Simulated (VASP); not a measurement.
# CdSe (Cm) in VASP: a series of runs, part 2 of 2

VASP 6.6.1.

### 3 Single point, PBE (atom 1 (Cd) moved by (+0.150, -0.300) A along y and z)

INCAR

```
PREC = Accurate ; ENCUT = 520
EDIFF = 1E-7 ; ISMEAR = 0
SIGMA = 0.05 ; LREAL = False
LASPH = True ; NELM = 80
ALGO = Normal ; ISIF = 2
LWAVE = False ; LCHARG = False
GGA = PE ; NBANDS = 26
```

KPOINTS

```
regular mesh
0
Gamma
  6 6 4
```

POSCAR

```
CdSe
1.0
    4.2984999142      0.0000000000      0.0000000000
   -2.1492499571      3.7226101239      0.0000000000
    0.0000000000      0.0000000000      7.0152000000
Cd Se
2 2
Direct
    0.6868138208      0.3736276416     -0.0427642833
    0.3333333333      0.6666666667      0.5000000000
    0.6666666667      0.3333333333      0.3750000000
    0.3333333333      0.6666666667      0.8750000000
```

Potentials or basis: VASP PAW PBE potentials, release 64 (Cd, Se).

Launch:

```bash
> cat potpaw_PBE.64/Cd/POTCAR potpaw_PBE.64/Se/POTCAR > POTCAR
> mpirun -np 1 vasp_std > vasp.out
```

OUTCAR:

```text
PREC = Accurate
   ENCUT = 520
   EDIFF = 1E-7
   ISMEAR = 0
   LREAL = False
   LASPH = True
   NELM = 80
   ISIF = 2
   GGA = PE

 ion  position               nearest neighbor table
   1  0.687  0.374  0.957-   4 2.48   4 2.48   4 2.69   3 2.93
   2  0.333  0.667  0.500-   4 2.63   3 2.63   3 2.63   3 2.63
   3  0.667  0.333  0.375-   2 2.63   2 2.63   2 2.63   1 2.93
   4  0.333  0.667  0.875-   1 2.48   1 2.48   2 2.63   1 2.69

  LATTYP: Found a hexagonal cell.
 ALAT       =     4.2984999142
 C/A-ratio  =     1.6320111993

  Lattice vectors:

 A1 = (   4.2984999142,   0.0000000000,   0.0000000000)
 A2 = (  -2.1492499571,   3.7226101239,   0.0000000000)
 A3 = (   0.0000000000,   0.0000000000,   7.0152000000)

Analysis of symmetry for initial positions (statically):
=====================================================================
 Subroutine PRICEL returns:
 Original cell was already a primitive cell.

 Routine SETGRP: Setting up the symmetry group for a
 hexagonal supercell.

 Subroutine GETGRP returns: Found  2 space group operations
 (whereof  2 operations were pure point group operations)
 out of a pool of 24 trial point group operations.

The static configuration has the point symmetry C_1h.

Analysis of symmetry for dynamics (positions and initial velocities):
=====================================================================
 Subroutine PRICEL returns:
 Original cell was already a primitive cell.

 Routine SETGRP: Setting up the symmetry group for a
 hexagonal supercell.

 Subroutine GETGRP returns: Found  2 space group operations
 (whereof  2 operations were pure point group operations)
 out of a pool of 24 trial point group operations.

The dynamic configuration has the point symmetry C_1h.

 Subroutine INISYM returns: Found  2 space group operations
 (whereof  2 operations are pure point group operations),
 and found     1 'primitive' translations

[... 115 lines left out ...]
   IALGO  =     38    algorithm
   IMIX   =      4    mixing-type and parameters
     AMIX     =   0.40;   BMIX     =  1.00
     AMIX_MAG =   1.60;   BMIX_MAG =  1.00
  volume/ion in A,a.u.               =      28.06       189.38
  Fermi-wavevector in a.u.,A,eV,Ry     =   1.120575  2.117579 17.084668  1.255688
  Thomas-Fermi vector in A             =   2.257222
   LORBIT       =      0    0 simple, 1 ext, 2 COOP (PROOUT), +10 PAW based schemes
   GGA     = PE    functional components
   LHFCALC =     F    Hartree Fock is set to
   AEXX    =    0.0000 exact exchange contribution
   IVDW    =     0    specifies the selected vdW correction
   LEPSILON=     F    determine dielectric tensor
   LRPA    =     F    only Hartree local field effects (RPA)
 non-spin polarized calculation
 Gauss-broadening in eV      SIGMA  =   0.05
  energy-cutoff  :      520.00
  volume of cell :      112.25
 maximum number of plane-waves:      3042
   NGX = 15   NGY = 15   NGZ = 27

 number of electron      36.0000003 magnetization

 Free energy of the ion-electron system (eV)
  ---------------------------------------------------
  ext. energy  EPLUGINS =         0.00000000
  ---------------------------------------------------
  free energy    TOTEN  =       -10.63991306 eV

  energy without entropy =      -10.63991306  energy(sigma->0) =      -10.63991306

 E-fermi :   1.3399     XC(G=0):  -8.8838

 val. band max:        1.0762740864   @ k =   0.0000   0.0000   0.0000
 cond. band min:       1.6240247762   @ k =   0.0000   0.0000   0.0000
 fundamental gap:      0.5477506899
 Fermi energy:         1.3398709049

 k-point     1 :       0.0000    0.0000    0.0000
  band No.  band energies     occupation
      1     -12.0703      2.00000
      2     -10.9859      2.00000
      3      -7.4768      2.00000
      4      -7.3595      2.00000
      5      -7.0119      2.00000
      6      -6.9440      2.00000
[... 685 lines left out ...]
     25       9.0057      0.00000
     26      10.5904      0.00000

 [... further k-points ...]

------------------------ aborting loop because EDIFF is reached ----------------------------------------

  FORCE on cell =-STRESS in cart. coord.  units (eV):
  Direction    XX          YY          ZZ          XY          YZ          ZX
  --------------------------------------------------------------------------------------
  -------------------------------------------------------------------------------------
  Total        5.3508371      2.5843650      1.2042463      0.0000000     -0.4764846      0.0000000
  in kB       76.3708773     36.8858584     17.1878429      0.0000000     -6.8007203      0.0000000
  external PRESSURE =      43.4815262 kB  Pullay stress =       0.0000000 kB

 VOLUME and BASIS-vectors are now :
 -----------------------------------------------------------------------------
  energy-cutoff  :      520.00
  volume of cell :      112.25
      direct lattice vectors                 reciprocal lattice vectors
     4.298499914  0.000000000  0.000000000     0.232639297  0.134314361  0.000000000
    -2.149249957  3.722610124  0.000000000     0.000000000  0.268628722  0.000000000
     0.000000000  0.000000000  7.015200000     0.000000000  0.000000000  0.142547611

 POSITION                                       TOTAL-FORCE (eV/Angst)
 -----------------------------------------------------------------------------------
      2.14925      1.39087      6.71520        -0.000000     -0.991204      1.184449
     -0.00000      2.48174      3.50760         0.000000     -0.011458     -0.404514
      2.14925      1.24087      2.63070         0.000000      0.033080     -0.553417
     -0.00000      2.48174      6.13830         0.000000      0.969583     -0.226518
 -----------------------------------------------------------------------------------
    total drift:                               -0.000000      0.000212     -0.000033

  FREE ENERGIE OF THE ION-ELECTRON SYSTEM (eV)
  ---------------------------------------------------
  free  energy   TOTEN  =       -10.6399130647 eV

  energy  without entropy=      -10.6399130647  energy(sigma->0) =      -10.63991306
```

Run time: 1.8 min. Hardware: 1 thread of Intel Xeon Platinum 8375C at 2.90GHz (Ice Lake), shared host; peak memory 0.29 GiB.

Results:

```
Free energy            : -10.6399 eV
Pressure               : 4.3 GPa
Largest force          : 1.544 eV/Å
Band gap on the k mesh : 0.55 eV, direct
```

Forces in eV/Å, atoms in the order of the input:
```
Cd   0.000 -0.991  1.184
Cd   0.000 -0.011 -0.405
Se   0.000  0.033 -0.553
Se   0.000  0.970 -0.227
```

Caveat: the cell differs from its parent crystal (atom 1 (Cd) moved by (+0.150, -0.300) A along y and z); forces of over 1 eV/Å act on the atoms, so gaps and moduli don't describe the material at rest.

### 4 Single point, PBE (atom 1 (Cd) moved by (+0.150, +0.300) A along y and z)

INCAR

```
  ALGO = Normal
  EDIFF = 1E-6
  ENCUT = 520
  GGA = PE
  ISIF = 2
  ISMEAR = 0
  LASPH = T
  LCHARG = T
  LELF = T
  LREAL = F
  LVHAR = T
  LWAVE = F
  NBANDS = 26
  NELM = 60
  PREC = Accurate
  SIGMA = 0.05
```

KPOINTS

```
k-points
0
Gamma
  6 6 4
```

Edit POSCAR of step 3 so:

```diff
@@ -8,3 +8,3 @@
 Direct
-    0.6868138208      0.3736276416     -0.0427642833
+    0.6868138208      0.3736276416      0.0427642833
     0.3333333333      0.6666666667      0.5000000000
```

Potentials or basis: VASP PAW PBE potentials, release 64 (Cd, Se).

Launch:

```bash
> cat potpaw_PBE.64/Cd/POTCAR potpaw_PBE.64/Se/POTCAR > POTCAR
> mpirun -np 1 vasp_std > vasp.out
```

OUTCAR:

```text
EDIFF = 1E-6
   ENCUT = 520
   GGA = PE
   ISIF = 2
   ISMEAR = 0
   LASPH = T
   LREAL = F
   NELM = 60
   PREC = Accurate

 ion  position               nearest neighbor table
   1  0.687  0.374  0.043-   3 2.34   4 2.68   4 2.68   4 2.88
   2  0.333  0.667  0.500-   4 2.63   3 2.63   3 2.63   3 2.63
   3  0.667  0.333  0.375-   1 2.34   2 2.63   2 2.63   2 2.63
   4  0.333  0.667  0.875-   2 2.63   1 2.68   1 2.68   1 2.88

  LATTYP: Found a hexagonal cell.
 ALAT       =     4.2984999142
 C/A-ratio  =     1.6320111993

  Lattice vectors:

 A1 = (   4.2984999142,   0.0000000000,   0.0000000000)
 A2 = (  -2.1492499571,   3.7226101239,   0.0000000000)
 A3 = (   0.0000000000,   0.0000000000,   7.0152000000)

Analysis of symmetry for initial positions (statically):
=====================================================================
 Subroutine PRICEL returns:
 Original cell was already a primitive cell.

 Routine SETGRP: Setting up the symmetry group for a
 hexagonal supercell.

 Subroutine GETGRP returns: Found  2 space group operations
 (whereof  2 operations were pure point group operations)
 out of a pool of 24 trial point group operations.

The static configuration has the point symmetry C_1h.

Analysis of symmetry for dynamics (positions and initial velocities):
=====================================================================
 Subroutine PRICEL returns:
 Original cell was already a primitive cell.

 Routine SETGRP: Setting up the symmetry group for a
 hexagonal supercell.

 Subroutine GETGRP returns: Found  2 space group operations
 (whereof  2 operations were pure point group operations)
 out of a pool of 24 trial point group operations.

The dynamic configuration has the point symmetry C_1h.

 Subroutine INISYM returns: Found  2 space group operations
[... 117 lines left out ...]
   EFERMI_NEDOS =   21; number of points for ismear=-14 and -15
   IALGO  =     38    algorithm
   IMIX   =      4    mixing-type and parameters
     AMIX     =   0.40;   BMIX     =  1.00
     AMIX_MAG =   1.60;   BMIX_MAG =  1.00
  volume/ion in A,a.u.               =      28.06       189.38
  Fermi-wavevector in a.u.,A,eV,Ry     =   1.120575  2.117579 17.084668  1.255688
  Thomas-Fermi vector in A             =   2.257222
   LORBIT       =      0    0 simple, 1 ext, 2 COOP (PROOUT), +10 PAW based schemes
   GGA     = PE    functional components
   LHFCALC =     F    Hartree Fock is set to
   AEXX    =    0.0000 exact exchange contribution
   IVDW    =     0    specifies the selected vdW correction
   LEPSILON=     F    determine dielectric tensor
   LRPA    =     F    only Hartree local field effects (RPA)
 non-spin polarized calculation
 Gauss-broadening in eV      SIGMA  =   0.05
  energy-cutoff  :      520.00
  volume of cell :      112.25
 maximum number of plane-waves:      3042
   NGX = 15   NGY = 15   NGZ = 27

 number of electron      36.0000003 magnetization

 Free energy of the ion-electron system (eV)
  ---------------------------------------------------
  ext. energy  EPLUGINS =         0.00000000
  ---------------------------------------------------
  free energy    TOTEN  =       -10.47213961 eV

  energy without entropy =      -10.47213961  energy(sigma->0) =      -10.47213961

 E-fermi :   1.3912     XC(G=0):  -8.8909

 val. band max:        1.1896245769   @ k =   0.0000   0.0000   0.0000
 cond. band min:       1.5977360736   @ k =   0.0000   0.0000   0.0000
 fundamental gap:      0.4081114967
 Fermi energy:         1.3912125671

 k-point     1 :       0.0000    0.0000    0.0000
  band No.  band energies     occupation
      1     -12.1430      2.00000
      2     -10.8900      2.00000
      3      -7.2228      2.00000
      4      -7.1858      2.00000
      5      -7.1669      2.00000
      6      -6.8564      2.00000
[... 685 lines left out ...]
     25       9.1498      0.00000
     26      10.1337      0.00000

 [... further k-points ...]

------------------------ aborting loop because EDIFF is reached ----------------------------------------

  FORCE on cell =-STRESS in cart. coord.  units (eV):
  Direction    XX          YY          ZZ          XY          YZ          ZX
  --------------------------------------------------------------------------------------
  -------------------------------------------------------------------------------------
  Total        1.6381519      1.0888796      7.3657786      0.0000000     -0.6771957      0.0000000
  in kB       23.3808451     15.5412483    105.1295274      0.0000000     -9.6654097      0.0000000
  external PRESSURE =      48.0172069 kB  Pullay stress =       0.0000000 kB

 VOLUME and BASIS-vectors are now :
 -----------------------------------------------------------------------------
  energy-cutoff  :      520.00
  volume of cell :      112.25
      direct lattice vectors                 reciprocal lattice vectors
     4.298499914  0.000000000  0.000000000     0.232639297  0.134314361  0.000000000
    -2.149249957  3.722610124  0.000000000     0.000000000  0.268628722  0.000000000
     0.000000000  0.000000000  7.015200000     0.000000000  0.000000000  0.142547611

 POSITION                                       TOTAL-FORCE (eV/Angst)
 -----------------------------------------------------------------------------------
      2.14925      1.39087      0.30000         0.000000     -0.153175     -3.285889
     -0.00000      2.48174      3.50760        -0.000000     -0.032662      0.420253
      2.14925      1.24087      2.63070         0.000000     -0.151279      2.488444
     -0.00000      2.48174      6.13830         0.000000      0.337116      0.377192
 -----------------------------------------------------------------------------------
    total drift:                                0.000000      0.000239      0.000258

  FREE ENERGIE OF THE ION-ELECTRON SYSTEM (eV)
  ---------------------------------------------------
  free  energy   TOTEN  =       -10.4721396102 eV

  energy  without entropy=      -10.4721396102  energy(sigma->0) =      -10.47213961
```

OSZICAR:

```text
N       E                     dE             d eps       ncg     rms          rms(c)
DAV:   1     0.243991583705E+03    0.24399E+03   -0.17256E+04  2444   0.125E+03
DAV:   2     0.134629815159E+01   -0.24265E+03   -0.23537E+03  2676   0.312E+02
DAV:   3    -0.112093157664E+02   -0.12556E+02   -0.12488E+02  2956   0.713E+01
DAV:   4    -0.113104600154E+02   -0.10114E+00   -0.10105E+00  2714   0.606E+00
DAV:   5    -0.113110699965E+02   -0.60998E-03   -0.60996E-03  2822   0.457E-01    0.962E+00
DAV:   6    -0.105200593081E+02    0.79101E+00   -0.13266E+00  2976   0.116E+01    0.741E+00
DAV:   7    -0.104765494942E+02    0.43510E-01   -0.63722E-01  2720   0.434E+00    0.264E+00
DAV:   8    -0.104721845131E+02    0.43650E-02   -0.79662E-02  2654   0.279E+00    0.443E-01
DAV:   9    -0.104718558340E+02    0.32868E-03   -0.85622E-03  2948   0.107E+00    0.127E-01
DAV:  10    -0.104720177619E+02   -0.16193E-03   -0.92951E-04  2590   0.277E-01    0.765E-02
DAV:  11    -0.104721416041E+02   -0.12384E-03   -0.26970E-04  2592   0.109E-01    0.263E-02
DAV:  12    -0.104721369871E+02    0.46170E-05   -0.35966E-05  2894   0.668E-02    0.977E-03
DAV:  13    -0.104721393289E+02   -0.23418E-05   -0.69925E-06  2532   0.147E-02    0.401E-03
DAV:  14    -0.104721396102E+02   -0.28128E-06   -0.45476E-07  1970   0.456E-03
   1 F= -.10472140E+02 E0= -.10472140E+02  d E =-.247138E-10
```

Run time: 85 s. Hardware: 1 thread of Intel Xeon Platinum 8375C at 2.90GHz (Ice Lake), shared host; peak memory 0.29 GiB.

Results:

```
Free energy            : -10.4721 eV
Pressure               : 4.8 GPa
Largest force          : 3.289 eV/Å
Band gap on the k mesh : 0.41 eV, direct
```

Forces on the atoms (eV/Å):
```
Cd   0.000 -0.153 -3.286
Cd   0.000 -0.033  0.420
Se   0.000 -0.151  2.488
Se   0.000  0.337  0.377
```

Caveat: the cell differs from its parent crystal (atom 1 (Cd) moved by (+0.150, +0.300) A along y and z); forces of over 1 eV/Å act on the atoms, so gaps and moduli don't describe the material at rest.
